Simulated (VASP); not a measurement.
Input of a VASP 6.6.1 run:

The input INCAR:

```
  PREC = Accurate
  ENCUT = 520
  EDIFF = 1E-6
  ISMEAR = 0
  SIGMA = 0.05
  LREAL = False
  LASPH = True
  NELM = 150
  ALGO = Fast
  ISIF = 2
  LWAVE = False
  LCHARG = False
  ISPIN = 2
  MAGMOM = 0.5
  LORBIT = 11
  GGA = PS
  NBANDS = 14
```

KPOINTS

```
Automatic mesh
0
Gamma
  1 1 15
```

File POSCAR:

```
Rb
1.0
    9.0000000000      0.0000000000      0.0000000000
    0.0000000000      9.3000000000      0.0000000000
    0.0000000000      0.0000000000      4.4772361507
Rb
1
Direct
    0.5000000000      0.5000000000      0.0000000000
```

Potentials or basis: VASP PAW PBE potentials, release 64 (Rb_sv).

Run with:

```console
$ cat potpaw_PBE.64/Rb_sv/POTCAR > POTCAR
$ mpirun -np 1 vasp_std > vasp.out
```

Task: What does it give for the net moment?

Result: 0.00 μB per cell.
